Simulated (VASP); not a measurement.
# K (I4/mmm) in VASP: single point with PBEsol

Aim: the single point of K with PBEsol.

Everything below comes from runs of VASP 6.6.1. Logs are shortened: lines on timing, memory, paths and dates and some standing lists are left out, and cuts for length are marked.

**1. The cell of the first run**

The structure is tetragonal, space group I4/mmm (No. 139). The conventional cell has a = 7.024 Å, b = 7.024 Å, c = 14.127 Å, α = 90.00°, β = 90.00°, γ = 90.00°.

**2. Single point, PBEsol**

The input, INCAR:

```
SYSTEM = K
PREC = Accurate
ENCUT = 520
EDIFF = 1E-7
ISMEAR = -1
SIGMA = 0.15
LREAL = .FALSE.
LASPH = .TRUE.
NELM = 80
ALGO = Normal
ISIF = 2
LWAVE = .FALSE.
LCHARG = .FALSE.
GGA = PS
NBANDS = 20
```

The input, KPOINTS:

```
Automatic mesh
0
G
  5 5 5
  0 0 0
```

The input, POSCAR:

```
K
1.0
   -3.5121650000      3.5121650000      7.0635860000
    3.5121650000     -3.5121650000      7.0635860000
    3.5121650000      3.5121650000     -7.0635860000
K
3
Direct
    0.7500000000      0.2500000000      0.5000000000
    0.2500000000      0.7500000000      0.5000000000
    0.5000000000      0.5000000000      0.0000000000
```

Potentials or basis: VASP PAW PBE potentials, release 64 (K_sv).

Run with:

```
$ cat potpaw_PBE.64/K_sv/POTCAR > POTCAR
$ mpirun -np 1 vasp_std > vasp.out
```

OUTCAR:

```text
SYSTEM = K
   PREC = Accurate
   ENCUT = 520
   EDIFF = 1E-7
   ISMEAR = -1
   LREAL = .FALSE.
   LASPH = .TRUE.
   NELM = 80
   ISIF = 2
   GGA = PS

 ion  position               nearest neighbor table
   1  0.750  0.250  0.500-
   2  0.250  0.750  0.500-
   3  0.500  0.500  0.000-

  LATTYP: Found a body centered tetragonal cell.
 ALAT       =     7.0243300000
 C/A-ratio  =     2.0111771514

  Lattice vectors:

 A1 = (  -3.5121650000,   3.5121650000,   7.0635860000)
 A2 = (   3.5121650000,  -3.5121650000,   7.0635860000)
 A3 = (   3.5121650000,   3.5121650000,  -7.0635860000)

Analysis of symmetry for initial positions (statically):
=====================================================================
 Subroutine PRICEL returns:
 Original cell was already a primitive cell.

 Routine SETGRP: Setting up the symmetry group for a
 body centered tetragonal supercell.

 Subroutine GETGRP returns: Found 16 space group operations
 (whereof 16 operations were pure point group operations)
 out of a pool of 16 trial point group operations.

The static configuration has the point symmetry D_4h.

Analysis of symmetry for dynamics (positions and initial velocities):
=====================================================================
 Subroutine PRICEL returns:
 Original cell was already a primitive cell.

 Routine SETGRP: Setting up the symmetry group for a
 body centered tetragonal supercell.

 Subroutine GETGRP returns: Found 16 space group operations
 (whereof 16 operations were pure point group operations)
 out of a pool of 16 trial point group operations.

The dynamic configuration has the point symmetry D_4h.

 Subroutine INISYM returns: Found 16 space group operations
 (whereof 16 operations are pure point group operations),
 and found     1 'primitive' translations

----------------------------------------------------------------------------------------

                                     Primitive cell

  volume of cell :     348.5259

  direct lattice vectors                    reciprocal lattice vectors
    -3.512165000  3.512165000  7.063586000     0.000000000  0.142362332  0.070785575
[... 73 lines left out ...]
   ISTART =      0    job   : 0-new  1-cont  2-samecut
   ICHARG =      2    charge: 1-file 2-atom 10-const
   ISPIN  =      1    spin polarized calculation?
   LNONCOLLINEAR =      F non collinear calculations
   LSORBIT =      F    spin-orbit coupling
   LASPH  =      T    aspherical Exc in radial PAW
   ENCUT  =  520.0 eV  38.22 Ry    6.18 a.u.  16.06 16.06 16.06*2*pi/ulx,y,z
   NELM   =     80;   NELMIN=  2; NELMDL= -5     # of ELM steps
   EDIFF  = 0.1E-06   stopping-criterion for ELM
   LREAL  =      F    real-space projection
   EDIFFG = 0.1E-05   stopping-criterion for IOM
   NSW    =      0    number of steps for IOM
   IBRION =     -1    ionic relax: 0-MD 1-quasi-New 2-CG
   NFREE  =      0    steps in history (QN), initial steepest desc. (CG)
   ISIF   =      2    stress and relaxation
   ISYM   =      2    0-nonsym 1-usesym 2-fastsym
   POTIM  = 0.5000    time-step for ionic-motion
   TEBEG  =    0.0;   TEEND  =   0.0 temperature during run
   PSTRESS=    0.0 pullay stress
   NELECT =      27.0000    total number of electrons
   NUPDOWN=      -1.0000    fix difference up-down
   EMIN   =  10.00;   EMAX   =-10.00  energy-range for DOS
   EFERMI =   0.00;   METHOD = LEGACY
   ISMEAR =    -1;   SIGMA  =   0.15  broadening in eV -4-tet -1-fermi 0-gaus
   EFERMI_NEDOS =   21; number of points for ismear=-14 and -15
   IALGO  =     38    algorithm
   IMIX   =      4    mixing-type and parameters
     AMIX     =   0.40;   BMIX     =  1.00
     AMIX_MAG =   1.60;   BMIX_MAG =  1.00
  volume/ion in A,a.u.               =     116.18       783.99
  Fermi-wavevector in a.u.,A,eV,Ry     =   0.697886  1.318813  6.626645  0.487045
  Thomas-Fermi vector in A             =   1.781337
   LORBIT       =      0    0 simple, 1 ext, 2 COOP (PROOUT), +10 PAW based schemes
   GGA     = PS    functional components
   LHFCALC =     F    Hartree Fock is set to
   AEXX    =    0.0000 exact exchange contribution
   IVDW    =     0    specifies the selected vdW correction
   LEPSILON=     F    determine dielectric tensor
   LRPA    =     F    only Hartree local field effects (RPA)
 non-spin polarized calculation
  energy-cutoff  :      520.00
  volume of cell :      348.53
 maximum number of plane-waves:      9409
   NGX = 33   NGY = 33   NGZ = 33

 number of electron      27.0000001 magnetization

 Free energy of the ion-electron system (eV)
  ---------------------------------------------------
  ext. energy  EPLUGINS =         0.00000000
  ---------------------------------------------------
  free energy    TOTEN  =        -2.95924475 eV

  energy without entropy =       -2.75222189  energy(sigma->0) =       -2.85573332

 E-fermi :  -0.9438     XC(G=0):  -4.6254

 val. band max:       -1.0822458979   @ k =   0.4000   0.0000  -0.0000
 cond. band min:      -0.8769105330   @ k =   0.4000   0.4000  -0.0000
 fundamental gap:      0.2053353649
 Fermi energy:        -0.9438352434

 k-point     1 :       0.0000    0.0000    0.0000
  band No.  band energies     occupation
      1     -33.2772      2.00000
      2     -33.2761      2.00000
      3     -33.2700      2.00000
      4     -16.8221      2.00000
      5     -16.8150      2.00000
      6     -16.8110      2.00000
[... 403 lines left out ...]
     19       1.6675      0.00000
     20       1.6675      0.00000

------------------------ aborting loop because EDIFF is reached ----------------------------------------

  FORCE on cell =-STRESS in cart. coord.  units (eV):
  Direction    XX          YY          ZZ          XY          YZ          ZX
  --------------------------------------------------------------------------------------
  -------------------------------------------------------------------------------------
  Total       -1.0348286     -1.0348286     -0.8630914      0.0000000      0.0000000      0.0000000
  in kB       -4.7571181     -4.7571181     -3.9676406      0.0000000      0.0000000      0.0000000
  external PRESSURE =      -4.4939590 kB  Pullay stress =       0.0000000 kB

 VOLUME and BASIS-vectors are now :
 -----------------------------------------------------------------------------
  energy-cutoff  :      520.00
  volume of cell :      348.53
      direct lattice vectors                 reciprocal lattice vectors
    -3.512165000  3.512165000  7.063586000     0.000000000  0.142362332  0.070785575
     3.512165000 -3.512165000  7.063586000     0.142362332  0.000000000  0.070785575
     3.512165000  3.512165000 -7.063586000     0.142362332  0.142362332  0.000000000

 POSITION                                       TOTAL-FORCE (eV/Angst)
 -----------------------------------------------------------------------------------
     -0.00000      3.51217      3.53179         0.000000      0.000000     -0.000000
      3.51217     -0.00000      3.53179        -0.000000     -0.000000      0.000000
      0.00000      0.00000      7.06359        -0.000000      0.000000      0.000000
 -----------------------------------------------------------------------------------
    total drift:                               -0.000000     -0.000000     -0.000000

  FREE ENERGIE OF THE ION-ELECTRON SYSTEM (eV)
  ---------------------------------------------------
  free  energy   TOTEN  =        -2.9592447542 eV

  energy  without entropy=       -2.7522218879  energy(sigma->0) =       -2.85573332
```

OSZICAR:

```text
N       E                     dE             d eps       ncg     rms          rms(c)
DAV:   1     0.183536578706E+03    0.18354E+03   -0.10646E+04   768   0.978E+02
DAV:   2     0.132305776914E+02   -0.17031E+03   -0.16825E+03   804   0.273E+02
DAV:   3    -0.213813876290E+01   -0.15369E+02   -0.15290E+02  1132   0.628E+01
DAV:   4    -0.293900234344E+01   -0.80086E+00   -0.79696E+00  1092   0.135E+01
DAV:   5    -0.295971694520E+01   -0.20715E-01   -0.20712E-01  1076   0.206E+00    0.210E+00
DAV:   6    -0.295904834750E+01    0.66860E-03   -0.10632E-02   988   0.628E-01    0.135E+00
DAV:   7    -0.295902047061E+01    0.27877E-04   -0.16217E-02  1004   0.662E-01    0.136E-01
DAV:   8    -0.295921026610E+01   -0.18980E-03   -0.18340E-03  1040   0.320E-01    0.572E-02
DAV:   9    -0.295924038344E+01   -0.30117E-04   -0.85631E-05  1068   0.578E-02    0.195E-02
DAV:  10    -0.295924435501E+01   -0.39716E-05   -0.31291E-05   940   0.313E-02    0.593E-03
DAV:  11    -0.295924447001E+01   -0.11500E-06   -0.22360E-06  1060   0.853E-03    0.152E-03
DAV:  12    -0.295924473850E+01   -0.26849E-06   -0.13629E-07   728   0.211E-03    0.761E-04
DAV:  13    -0.295924475417E+01   -0.15665E-07   -0.59499E-08   688   0.130E-03
   1 F= -.29592448E+01 E0= -.28557333E+01  d E =-.207023E+00
```

It took 4 min on 1 thread of Intel Xeon 6975P-C, shared host; peak memory 0.6 GiB.

What came out:

```
Free energy : -2.9592 eV
Pressure    : -0.4 GPa
```

Caveat: the PAW data sets were made with another functional, which shifts forces and pressure a little.
